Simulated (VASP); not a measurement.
# MgO in VASP: settings compared

The runs below take MgO through single point, with PBE, LDA.

Everything below comes from runs of VASP 6.6.1. Logs are shortened: lines on timing, memory, paths and dates and some standing lists are left out, and cuts for length are marked.

### 1 The cell of the first run

The typed cell holds 4 atoms: a = 3.308 Å, b = 3.308 Å, c = 4.983 Å, α = 90.00°, β = 90.00°, γ = 120.00°.

### 2 Single point, PBE

INCAR reads:

```
  PREC = Accurate
  ENCUT = 520
  EDIFF = 1E-7
  ISMEAR = -1
  SIGMA = 0.1
  LREAL = False
  LASPH = True
  NELM = 60
  ALGO = Normal
  ISIF = 2
  LWAVE = False
  LCHARG = False
  GGA = PE
  NBANDS = 16
```

KPOINTS reads:

```
regular mesh
0
Gamma
  7 7 4
```

POSCAR reads:

```
MgO
1.0
    3.3077869865      0.0000000000      0.0000000000
   -1.6538934933      2.8646275606      0.0000000000
    0.0000000000      0.0000000000      4.9828816700
Mg O
2 2
Direct
    0.6635620000      0.3496300000      0.4870640000
    0.3227370000      0.6737780000      0.0089120000
    0.6632130000      0.3311210000      0.9070510000
    0.3041830000      0.6610780000      0.4125900000
```

Potentials or basis: VASP PAW PBE potentials, release 64 (Mg, O).

The run is started by

```
cat potpaw_PBE.64/Mg/POTCAR potpaw_PBE.64/O/POTCAR > POTCAR
mpirun -np 1 vasp_std > vasp.out
```

OUTCAR:

```text
PREC = Accurate
   ENCUT = 520
   EDIFF = 1E-7
   ISMEAR = -1
   LREAL = False
   LASPH = True
   NELM = 60
   ISIF = 2
   GGA = PE

 ion  position               nearest neighbor table
   1  0.664  0.350  0.487-   4 1.87   4 1.96   4 2.01   3 2.09   2 3.04   2 3.05   2 3.07   2 3.21
                             2 3.22   2 3.24
   2  0.323  0.674  0.009-   3 1.95   3 1.96   4 2.01   3 2.02   1 3.04   1 3.05   1 3.07   1 3.21
                             1 3.22   1 3.24
   3  0.663  0.331  0.907-   2 1.95   2 1.96   2 2.02   1 2.09
   4  0.304  0.661  0.413-   1 1.87   1 1.96   1 2.01   2 2.01

  LATTYP: Found a hexagonal cell.
 ALAT       =     3.3077869865
 C/A-ratio  =     1.5064094787

  Lattice vectors:

 A1 = (   3.3077869865,   0.0000000000,   0.0000000000)
 A2 = (  -1.6538934933,   2.8646275606,   0.0000000000)
 A3 = (   0.0000000000,   0.0000000000,   4.9828816700)

Analysis of symmetry for initial positions (statically):
=====================================================================
 Subroutine PRICEL returns:
 Original cell was already a primitive cell.

 Routine SETGRP: Setting up the symmetry group for a
 hexagonal supercell.

 Subroutine GETGRP returns: Found  1 space group operations
 (whereof  1 operations were pure point group operations)
 out of a pool of 24 trial point group operations.

The static configuration has the point symmetry C_1 .

Analysis of symmetry for dynamics (positions and initial velocities):
=====================================================================
 Subroutine PRICEL returns:
 Original cell was already a primitive cell.

 Routine SETGRP: Setting up the symmetry group for a
 hexagonal supercell.

 Subroutine GETGRP returns: Found  1 space group operations
 (whereof  1 operations were pure point group operations)
 out of a pool of 24 trial point group operations.

The dynamic configuration has the point symmetry C_1 .

 Subroutine INISYM returns: Found  1 space group operations
 (whereof  1 operations are pure point group operations),
 and found     1 'primitive' translations

----------------------------------------------------------------------------------------

                                     Primitive cell

  volume of cell :      47.2157

  direct lattice vectors                    reciprocal lattice vectors
     3.307786987  0.000000000  0.000000000     0.302316928  0.174542760  0.000000000
    -1.653893493  2.864627561  0.000000000     0.000000000  0.349085519  0.000000000
     0.000000000  0.000000000  4.982881670     0.000000000  0.000000000  0.200687086

  length of vectors
     3.307786987  3.307786987  4.982881670     0.349085519  0.349085519  0.200687086

  position of ions in fractional coordinates (direct lattice)
     0.663562000  0.349630000  0.487064000
     0.322737000  0.673778000  0.008912000
     0.663213000  0.331121000  0.907051000
     0.304183000  0.661078000  0.412590000

  ion indices of the primitive-cell ions
   primitive index   ion index
                 1           1
                 2           2
                 3           3
                 4           4

----------------------------------------------------------------------------------------

 KPOINTS: regular mesh

Automatic generation of k-mesh.
 Grid dimensions read from file:
 generate k-points for:    7    7    4

 Generating k-lattice:

  Cartesian coordinates                     Fractional coordinates (reciprocal lattice)
     0.043188133  0.024934680  0.000000000     0.142857143  0.000000000  0.000000000
     0.000000000  0.049869360  0.000000000     0.000000000  0.142857143  0.000000000
     0.000000000  0.000000000  0.050171771     0.000000000  0.000000000  0.250000000

  Length of vectors
     0.049869360  0.049869360  0.050171771

  Shift w.r.t. Gamma in fractional coordinates (k-lattice)
     0.000000000  0.000000000  0.000000000

 Subroutine IBZKPT returns following result:
 ===========================================

 Found     99 irreducible k-points:

 Following reciprocal coordinates:
            Coordinates               Weight
  0.000000  0.000000  0.000000      1.000000
  0.142857  0.000000  0.000000      2.000000
  0.000000  0.142857  0.000000      2.000000
 -0.142857  0.142857  0.000000      2.000000
  0.285714  0.000000  0.000000      2.000000
  0.000000  0.285714  0.000000      2.000000
[... 16 lines left out ...]
  0.285714  0.285714  0.000000      2.000000
 -0.285714 -0.428571  0.000000      2.000000
 [... further k-points ...]
   k-points           NKPTS =     99   k-points in BZ     NKDIM =     99   number of bands    NBANDS=     16
   number of dos      NEDOS =    301   number of ions     NIONS =      4
   total plane-waves  NPLWV =  31360
   dimension x,y,z NGX =    28 NGY =   28 NGZ =   40
   dimension x,y,z NGXF=    56 NGYF=   56 NGZF=   80
   ions per type =               2   2
   NGX,Y,Z   is equivalent  to a cutoff of  14.07, 14.07, 13.35 a.u.
   NGXF,Y,Z  is equivalent  to a cutoff of  28.15, 28.15, 26.69 a.u.
 SYSTEM =  unknown system
   PREC   = accura    normal or accurate (medium, high low for compatibility)
   ISTART =      0    job   : 0-new  1-cont  2-samecut
   ICHARG =      2    charge: 1-file 2-atom 10-const
   ISPIN  =      1    spin polarized calculation?
   LNONCOLLINEAR =      F non collinear calculations
   LSORBIT =      F    spin-orbit coupling
   LASPH  =      T    aspherical Exc in radial PAW
   ENCUT  =  520.0 eV  38.22 Ry    6.18 a.u.   6.15  6.15  9.26*2*pi/ulx,y,z
   NELM   =     60;   NELMIN=  2; NELMDL= -5     # of ELM steps
   EDIFF  = 0.1E-06   stopping-criterion for ELM
   LREAL  =      F    real-space projection
   EDIFFG = 0.1E-05   stopping-criterion for IOM
   NSW    =      0    number of steps for IOM
   IBRION =     -1    ionic relax: 0-MD 1-quasi-New 2-CG
   NFREE  =      0    steps in history (QN), initial steepest desc. (CG)
   ISIF   =      2    stress and relaxation
   ISYM   =      2    0-nonsym 1-usesym 2-fastsym
   POTIM  = 0.5000    time-step for ionic-motion
   TEBEG  =    0.0;   TEEND  =   0.0 temperature during run
   PSTRESS=    0.0 pullay stress
   NELECT =      16.0000    total number of electrons
   NUPDOWN=      -1.0000    fix difference up-down
   EMIN   =  10.00;   EMAX   =-10.00  energy-range for DOS
   EFERMI =   0.00;   METHOD = LEGACY
   ISMEAR =    -1;   SIGMA  =   0.10  broadening in eV -4-tet -1-fermi 0-gaus
   EFERMI_NEDOS =   21; number of points for ismear=-14 and -15
   IALGO  =     38    algorithm
   IMIX   =      4    mixing-type and parameters
     AMIX     =   0.40;   BMIX     =  1.00
     AMIX_MAG =   1.60;   BMIX_MAG =  1.00
  volume/ion in A,a.u.               =      11.80        79.66
  Fermi-wavevector in a.u.,A,eV,Ry     =   1.141351  2.156842 17.724080  1.302683
  Thomas-Fermi vector in A             =   2.278052
   LORBIT       =      0    0 simple, 1 ext, 2 COOP (PROOUT), +10 PAW based schemes
   GGA     = PE    functional components
   LHFCALC =     F    Hartree Fock is set to
   AEXX    =    0.0000 exact exchange contribution
   IVDW    =     0    specifies the selected vdW correction
   LEPSILON=     F    determine dielectric tensor
   LRPA    =     F    only Hartree local field effects (RPA)
 non-spin polarized calculation
  energy-cutoff  :      520.00
  volume of cell :       47.22
 maximum number of plane-waves:      1303
 NGX is ok and might be reduce to    28
   NGX = 13   NGY = 13   NGZ = 19

 number of electron      16.0000003 magnetization

 Free energy of the ion-electron system (eV)
  ---------------------------------------------------
  ext. energy  EPLUGINS =         0.00000000
  ---------------------------------------------------
  free energy    TOTEN  =       -23.39957192 eV

  energy without entropy =      -23.39957192  energy(sigma->0) =      -23.39957192

 E-fermi :   3.0107     XC(G=0):  -9.7466

 val. band max:        1.2464965297   @ k =   0.0000   0.0000   0.0000
 cond. band min:       4.5910249940   @ k =   0.0000   0.0000   0.0000
 fundamental gap:      3.3445284643
 Fermi energy:         3.0106973509

 k-point     1 :       0.0000    0.0000    0.0000
  band No.  band energies     occupation
      1     -15.1630      2.00000
      2     -14.2596      2.00000
      3      -2.1317      2.00000
      4       0.1629      2.00000
      5       0.2978      2.00000
      6       0.7749      2.00000
[... 8 lines left out ...]
     15      17.3485      0.00000
     16      17.7498      0.00000

 k-point     2 :       0.1429    0.0000    0.0000
  band No.  band energies     occupation
      1     -15.0645      2.00000
      2     -14.2245      2.00000
      3      -1.9345      2.00000
      4      -0.2848      2.00000
      5       0.1866      2.00000
      6       0.2556      2.00000
[... 8 lines left out ...]
     15      16.7749      0.00000
     16      17.2047      0.00000

 k-point     3 :       0.0000    0.1429    0.0000
  band No.  band energies     occupation
      1     -15.0669      2.00000
      2     -14.2234      2.00000
      3      -1.9373      2.00000
      4      -0.2306      2.00000
      5       0.0915      2.00000
      6       0.2670      2.00000
[... 8 lines left out ...]
     15      16.8545      0.00000
     16      17.1846      0.00000

 k-point     4 :      -0.1429    0.1429    0.0000
  band No.  band energies     occupation
      1     -15.0673      2.00000
      2     -14.2227      2.00000
      3      -1.9392      2.00000
      4      -0.2745      2.00000
      5       0.1217      2.00000
      6       0.3101      2.00000
[... 8 lines left out ...]
     15      16.9056      0.00000
     16      17.1739      0.00000
[... 324 lines left out ...]
 k-point    22 :       0.4286    0.4286    0.0000
  band No.  band energies     occupation
      1     -14.5586      2.00000
      2     -14.1000      2.00000
      3      -1.9358      2.00000
      4      -0.8598      2.00000
      5      -0.5949      2.00000
      6      -0.4403      2.00000
[... 8 lines left out ...]
     15      15.0293      0.00000
     16      17.0314      0.00000

 k-point    23 :       0.2857    0.2857    0.0000
  band No.  band energies     occupation
      1     -14.5193      2.00000
      2     -14.1081      2.00000
      3      -1.6650      2.00000
      4      -0.9769      2.00000
      5      -0.5835      2.00000
      6      -0.3412      2.00000
[... 8 lines left out ...]
     15      14.4963      0.00000
     16      17.3566      0.00000

 k-point    24 :      -0.2857   -0.4286    0.0000
  band No.  band energies     occupation
      1     -14.5299      2.00000
      2     -14.0991      2.00000
      3      -1.6984      2.00000
      4      -0.9743      2.00000
      5      -0.5478      2.00000
      6      -0.4077      2.00000
[... 8 lines left out ...]
     15      14.8156      0.00000
     16      17.6939      0.00000

 [... further k-points ...]

------------------------ aborting loop because EDIFF is reached ----------------------------------------

  FORCE on cell =-STRESS in cart. coord.  units (eV):
  Direction    XX          YY          ZZ          XY          YZ          ZX
  --------------------------------------------------------------------------------------
  -------------------------------------------------------------------------------------
  Total        2.0208142      1.1352176     -0.1741130      0.9471139     -0.2971030     -0.0848316
  in kB       68.5726136     38.5215221     -5.9082047     32.1385692    -10.0816421     -2.8786037
  external PRESSURE =      33.7286437 kB  Pullay stress =       0.0000000 kB

 VOLUME and BASIS-vectors are now :
 -----------------------------------------------------------------------------
  energy-cutoff  :      520.00
  volume of cell :       47.22
      direct lattice vectors                 reciprocal lattice vectors
     3.307786987  0.000000000  0.000000000     0.302316928  0.174542760  0.000000000
    -1.653893493  2.864627561  0.000000000     0.000000000  0.349085519  0.000000000
     0.000000000  0.000000000  4.982881670     0.000000000  0.000000000  0.200687086

 POSITION                                       TOTAL-FORCE (eV/Angst)
 -----------------------------------------------------------------------------------
      1.61667      1.00156      2.42698        -0.684477     -0.749737      1.112804
     -0.04681      1.93012      0.04441         0.294297     -0.249195     -0.498322
      1.64613      0.94854      4.51973        -0.409203      0.271631      0.006793
     -0.08718      1.89374      2.05589         0.799383      0.727301     -0.621274
 -----------------------------------------------------------------------------------
    total drift:                               -0.000138     -0.000003      0.000330

  FREE ENERGIE OF THE ION-ELECTRON SYSTEM (eV)
  ---------------------------------------------------
  free  energy   TOTEN  =       -23.3995719230 eV

  energy  without entropy=      -23.3995719178  energy(sigma->0) =      -23.39957192
```

Wall time 1.7 min (1 thread of Intel Xeon 8259CL, shared host); peak memory 0.22 GiB.

What came out:

```
Free energy            : -23.3996 eV
Pressure               : 3.4 GPa
Largest force          : 1.506 eV/Å
Band gap on the k mesh : 3.34 eV
```

Forces on the atoms (eV/Å):
```
Mg  -0.684 -0.750  1.113
Mg   0.294 -0.249 -0.498
O   -0.409  0.272  0.007
O    0.799  0.727 -0.621
```

Stress tensor (GPa, compression positive):
```
 6.86  3.21 -0.29
 3.21  3.85 -1.01
-0.29 -1.01 -0.59
```

Caveat: the cell stands under pressure; forces of over 1 eV/Å act on the atoms, so gaps and moduli don't describe the material at rest.

### 3 Single point, LDA

This run uses another cell than the first one, of 12.51 Å³/atom.

INCAR reads:

```
SYSTEM = MgO
PREC = Accurate
ENCUT = 750
EDIFF = 1E-6
ISMEAR = -1
SIGMA = 0.05
LREAL = .False.
LASPH = .True.
NELM = 120
ALGO = Normal
ISIF = 2
LWAVE = .False.
LCHARG = .False.
GGA = CA
NBANDS = 24
GGA_COMPAT = .False.
```

KPOINTS reads:

```
regular mesh
0
Gamma
  9 9 6
  0 0 0
```

POSCAR reads:

```
MgO
1.0
    3.3726620253      0.0000000000      0.0000000000
   -1.6863310127      2.9208109923      0.0000000000
    0.0000000000      0.0000000000      5.0806100433
Mg O
2 2
Direct
    0.6666666667      0.3333333333      0.5021597400
    0.3333333333      0.6666666667      0.0021597400
    0.6666666667      0.3333333333      0.9024402600
    0.3333333333      0.6666666667      0.4024402600
```

Potentials or basis: VASP PAW LDA potentials, release 64 (Mg_sv, O).

The run is started by

```
cat potpaw_LDA.64/Mg_sv/POTCAR potpaw_LDA.64/O/POTCAR > POTCAR
mpirun -np 1 vasp_std > vasp.out
```

OUTCAR:

```text
SYSTEM = MgO
   PREC = Accurate
   ENCUT = 750
   EDIFF = 1E-6
   ISMEAR = -1
   LREAL = .False.
   LASPH = .True.
   NELM = 120
   ISIF = 2
   GGA = CA

 ion  position               nearest neighbor table
   1  0.667  0.333  0.502-   4 2.01   4 2.01   4 2.01   3 2.03
   2  0.333  0.667  0.002-   3 2.01   3 2.01   3 2.01   4 2.03
   3  0.667  0.333  0.902-   2 2.01   2 2.01   2 2.01   1 2.03
   4  0.333  0.667  0.402-   1 2.01   1 2.01   1 2.01   2 2.03

  LATTYP: Found a hexagonal cell.
 ALAT       =     3.3726620253
 C/A-ratio  =     1.5064094787
[... 848 lines left out ...]
  --------------------------------------------------------------------------------------
  -------------------------------------------------------------------------------------
  Total       -3.3331341     -3.3331341     -2.9261710      0.0000000      0.0000000      0.0000000
  in kB     -106.7016720   -106.7016720    -93.6738009      0.0000000      0.0000000      0.0000000
  external PRESSURE =    -102.3590483 kB  Pullay stress =       0.0000000 kB

 VOLUME and BASIS-vectors are now :
 -----------------------------------------------------------------------------
  energy-cutoff  :      750.00
  volume of cell :       50.05
      direct lattice vectors                 reciprocal lattice vectors
     3.372662025  0.000000000  0.000000000     0.296501693  0.171185332  0.000000000
    -1.686331013  2.920810992  0.000000000     0.000000000  0.342370664  0.000000000
     0.000000000  0.000000000  5.080610043     0.000000000  0.000000000  0.196826757

 POSITION                                       TOTAL-FORCE (eV/Angst)
 -----------------------------------------------------------------------------------
      1.68633      0.97360      2.55128        -0.000000      0.000000      0.083111
     -0.00000      1.94721      0.01097         0.000000     -0.000000      0.083111
      1.68633      0.97360      4.58495        -0.000000      0.000000     -0.083111
     -0.00000      1.94721      2.04464         0.000000     -0.000000     -0.083111
 -----------------------------------------------------------------------------------
    total drift:                               -0.000001     -0.000000      0.001728

  FREE ENERGIE OF THE ION-ELECTRON SYSTEM (eV)
  ---------------------------------------------------
  free  energy   TOTEN  =       -25.7770069755 eV

  energy  without entropy=      -25.7770069755  energy(sigma->0) =      -25.77700698
```

Run time: 1.7 min. Hardware: 1 thread of Intel Xeon Platinum 8375C at 2.90GHz (Ice Lake), shared host; peak memory 0.21 GiB.

Results:

| Quantity | Value |
| --- | --- |
| Free energy | -25.7770 eV |
| Pressure | -10.2 GPa |
| Largest force | 0.083 eV/Å |
| Band gap on the k mesh | 3.06 eV |

Forces in eV/Å, atoms in the order of the input:
```
Mg   0.000  0.000  0.083
Mg   0.000  0.000  0.083
O    0.000  0.000 -0.083
O    0.000  0.000 -0.083
```

Caveat: the cell stands under tension; an odd mesh through Γ misses points on the zone boundary, where band edges can lie.

### 4 Single point, LDA

This run uses another cell than the first one, of 11.33 Å³/atom.

INCAR reads:

```
SYSTEM = MgO
  PREC = Accurate
  ENCUT = 750
  EDIFF = 1E-6
  ISMEAR = -1
  SIGMA = 0.05
  LREAL = .False.
  LASPH = .True.
  NELM = 120
  ALGO = Normal
  ISIF = 2
  LWAVE = .False.
  LCHARG = .False.
  GGA = CA
  NBANDS = 24
  GGA_COMPAT = .False.
```

KPOINTS reads:

```
Automatic mesh
0
Gamma
  9 9 6
  0 0 0
```

POSCAR reads:

```
MgO
1.0
    3.2630816822      0.0000000000      0.0000000000
   -1.6315408411      2.8259116314      0.0000000000
    0.0000000000      0.0000000000      4.9155371758
Mg O
2 2
Direct
    0.6666666667      0.3333333333      0.5021597400
    0.3333333333      0.6666666667      0.0021597400
    0.6666666667      0.3333333333      0.9024402600
    0.3333333333      0.6666666667      0.4024402600
```

The run is started by

```
cat potpaw_LDA.64/Mg_sv/POTCAR potpaw_LDA.64/O/POTCAR > POTCAR
mpirun -np 1 vasp_std > vasp.out
```

Run time: 1.8 min. Hardware: 1 thread of AMD EPYC 7R43 (Zen 3), shared host; peak memory 0.17 GiB.

The run converged. Its results:

* Free energy: -25.9047 eV
* Pressure: 0.9 GPa
* Largest force: 0.008 eV/Å
* Band gap on the k mesh: 3.60 eV

Forces on the atoms (eV/Å):
```
Mg   0.000  0.000 -0.008
Mg   0.000  0.000 -0.008
O    0.000  0.000  0.008
O    0.000  0.000  0.008
```

Stress tensor (GPa, compression positive):
```
1.03 0.00 0.00
0.00 1.03 0.00
0.00 0.00 0.53
```

Levels at points of the mesh, in eV from the valence-band top:
| k point | band 12 | band 13 | band 14 | band 15 | band 16 | band 17 | band 18 | band 19 | band 20 | band 21 |
| --- | --- | --- | --- | --- | --- | --- | --- | --- | --- | --- |
| (0.00, 0.00, 0.00) | -0.82 | -0.82 | -0.47 | -0.47 | 0.00 | 3.60 | 8.63 | 10.49 | 14.11 | 14.11 |
| (0.00, 0.00, 0.50) | -2.12 | -0.65 | -0.65 | -0.65 | -0.65 | 6.13 | 6.13 | 13.33 | 13.33 | 14.62 |

Caveat: an odd mesh through Γ misses points on the zone boundary, where band edges can lie.

(Continued in part 2 of 2.)
